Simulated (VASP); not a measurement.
Write the native input for VASP 6.6.1 that does the following.

- Task: single point
- Functional: PBE
- Potentials or basis: VASP PAW PBE potentials, release 64 (Co, O)
- Cutoff: 520 eV
- k mesh: 10 × 10 × 10
- Occupations: fermi-dirac, width 0.05 eV
- Spin: collinear spin, ferromagnetic start
- Starting moments: [2.0, 0.0] μB
- Dipole correction: no
- Further INCAR settings: ALGO = Normal; EDIFF = 1e-07; NBANDS = 18

The structure of CoO lies in POSCAR:

```
CoO
1.0
    0.0000000000      2.3591630992      2.3591630992
    2.3591630992      0.0000000000      2.3591630992
    2.3591630992      2.3591630992      0.0000000000
Co O
1 1
Direct
    0.0000000000      0.0000000000      0.0000000000
    0.2500000000      0.2500000000      0.2500000000
```

These files were run (other wordings do the same):

INCAR

```
ALGO     = Normal         # electronic algorithm
EDIFF    = 1E-7           # SCF threshold, eV
ENCUT    = 520            # plane-wave cutoff, eV
GGA      = PE             # functional
ISIF     = 2              # what is computed and relaxed
ISMEAR   = -1             # smearing method
ISPIN    = 2              # spin polarisation
LASPH    = True           # aspherical terms in the spheres
LCHARG   = False          # write CHGCAR
LMAXMIX  = 4              # l up to which the mixer works
LORBIT   = 11             # projections on sites
LREAL    = False          # projectors in reciprocal space
LWAVE    = False          # write WAVECAR
MAGMOM   = 2 0            # initial moments
NBANDS   = 18             # bands
NELM     = 150            # most SCF steps
PREC     = Accurate       # precision mode
SIGMA    = 0.05           # smearing width, eV
```

KPOINTS

```
k-points
0
Gamma
  10 10 10
```

Potentials or basis: VASP PAW PBE potentials, release 64 (Co, O).

Command:

```sh
$ cat potpaw_PBE.64/Co/POTCAR potpaw_PBE.64/O/POTCAR > POTCAR
$ mpirun -np 1 vasp_std > vasp.out
```

Results of the run:

```json
{"Pressure": "-13.8 GPa", "Band gap on the k mesh": "zero (filled and empty bands overlap)", "Net moment": "2.99 μB per cell", "Site moments": "Co +2.56; O +0.32 μB", "Valence electrons inside the program's atomic spheres": "Co 7.77; O 4.94"}
```

Caveat: a cell with one magnetic atom can't hold antiferromagnetic order, which such compounds often take; semilocal functionals often make such compounds metallic where correlation or magnetic order opens a gap, which also shifts bond lengths.

It took 38 s on 1 thread of Intel(R) Xeon(R) 6975P-C (Granite Rapids) (shared host), peak memory 0.19 GiB.
